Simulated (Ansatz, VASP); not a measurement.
**One calculation of Hf, two programs**

INCAR

```
SYSTEM = Hf
  PREC = Accurate
  ENCUT = 520
  EDIFF = 1E-6
  ISMEAR = 0
  SIGMA = 0.1
  LREAL = .FALSE.
  LASPH = .TRUE.
  NELM = 100
  ALGO = Normal
  ISIF = 2
  LWAVE = .FALSE.
  LCHARG = .FALSE.
  GGA = PE
  NBANDS = 11
```

File KPOINTS:

```
Automatic mesh
0
G
  16 16 16
  0 0 0
```

Contents of POSCAR:

```
Hf
1.0
    0.0000000000      2.1368388000      2.1368388000
    2.1368388000      0.0000000000      2.1368388000
    2.1368388000      2.1368388000      0.0000000000
Hf
1
Direct
    0.0000000000      0.0000000000      0.0000000000
```

Input for Ansatz:

```yaml
crystal:
  lattice:
    - [0.0, 2.1368388, 2.1368388]
    - [2.1368388, 0.0, 2.1368388]
    - [2.1368388, 2.1368388, 0.0]
  atoms:
    - { symbol: Hf, position: [0.0, 0.0, 0.0] }
basis:
  ecutwfc: 420
kpoints:
  mp_grid: { grid: [16, 16, 16] }
hamiltonian:
  xc: pbe
scf:
  occupations: { method: gaussian, width: 0.1 }
output:
  forces: true
  stress: true
  eigenvalues: true
  populations: true
```

Alike in both runs: task single point; functional PBE; k mesh 16 × 16 × 16; occupations gaussian, width 0.1 eV; no spin polarisation.

|  | VASP | Ansatz |
| --- | --- | --- |
| version | VASP 6.6.1 | Ansatz 0.2.0 |
| potentials or method | VASP PAW PBE potentials, release 64 (Hf_pv), cutoff 520 eV | scalar-relativistic, plane waves, PAW |
| valence electrons in the cell | 10 | 26 |

VASP gave:

| Property | Result |
| --- | --- |
| gap on the k mesh at the Fermi level (eV) | none |
| pressure (GPa) | 18.2 |

Problem. What did Ansatz give for the same quantities?

Solution. gap on the k mesh at the Fermi level (eV): none; pressure (GPa): 18.7.

A gap of «none» marks a metal or a gap that the smearing closes. With one functional, cell and mesh, what is left measures potentials, basis and numerics. VASP's potentials hold 10 valence electrons a cell and Ansatz's 26, so a difference there can come from the potentials and not from the codes.

Spin-orbit coupling is off throughout.
